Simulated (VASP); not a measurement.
A run of VASP 6.6.1 is set up as follows.

Contents of INCAR:

```
PREC = Accurate
ENCUT = 600
EDIFF = 1E-7
ISMEAR = -1
SIGMA = 0.05
LREAL = False
LASPH = True
NELM = 60
ALGO = Normal
ISIF = 3
LWAVE = False
LCHARG = False
IBRION = 2
NSW = 80
EDIFFG = -0.01
```

The input KPOINTS:

```
regular mesh
0
Gamma
  6 6 5
```

POSCAR

```
CuO
1.0
    3.1754955000      0.0000000000      0.0000000000
    0.0000000000      3.1754955000      0.0000000000
    0.0000000000      0.0000000000      4.6495318700
Cu O
2 2
Direct
    0.0000000000      0.0000000000      0.0000000000
    0.5000000000      0.5000000000      0.0000000000
    0.5000000000      0.0000000000      0.2670000000
    0.0000000000      0.5000000000      0.7330000000
```

Potentials or basis: VASP PAW LDA potentials, release 64 (Cu, O).

Run with:

```sh
$ cat potpaw_LDA.64/Cu/POTCAR potpaw_LDA.64/O/POTCAR > POTCAR
$ mpirun -np 1 vasp_std > vasp.out
```

Estimate the space group after relaxing (to 0.1 Å).

P4/nmm (No. 129).

Estimate the relaxed cell.

a = 3.794 Å, b = 3.794 Å, c = 3.105 Å, α = 90.00°, β = 90.00°, γ = 90.00°.

Estimate the band gap on the k mesh.

zero (bands 17 and 18 overlap by 3.33 eV).

Step by step:
```csv
step,energy change (eV),largest force (eV/Å),pressure (GPa),volume (Å³)
1,0.0000,1.6121,4.54,46.88
2,-0.8337,1.3629,-1.89,48.94
3,-1.3620,1.3200,-8.93,50.81
4,-1.4525,1.3442,-12.05,51.39
5,-2.0016,0.4533,7.34,44.26
6,-2.0323,0.1384,18.15,41.58
7,-2.2169,0.3044,18.70,40.63
8,-2.4740,0.0862,16.71,37.46
9,-2.4877,0.1524,16.89,37.99
10,-2.5929,0.3227,7.47,39.53
11,-2.6183,0.4834,-0.41,41.10
12,-2.6191,0.4608,0.65,40.87
13,-2.6277,0.4457,0.68,41.01
14,-2.6508,0.3989,0.80,41.44
15,-2.6861,0.3037,1.17,42.30
16,-2.7196,0.1338,2.20,44.01
17,-2.7189,0.1559,-3.56,45.48
18,-2.7262,0.1457,-0.70,44.72
19,-2.7292,0.1204,-0.75,44.80
20,-2.7348,0.0604,-0.92,45.05
21,-2.7368,0.0166,-1.48,45.53
22,-2.7351,0.0047,1.98,44.92
23,-2.7385,0.0071,-0.10,45.28
24,-2.7385,0.0072,-0.07,45.28
25,-2.7387,0.0068,-0.05,45.22
26,-2.7391,0.0066,-0.03,45.04
27,-2.7395,0.0064,0.03,44.70
```

Caveat: a cell axis changed by over 15 % at a fixed basis, so the end point is rough; semilocal functionals often make such compounds metallic where correlation or magnetic order opens a gap, which also shifts bond lengths. With open d or f shells a metallic result of LDA can be an artefact of self-interaction; +U or a hybrid may open a gap.
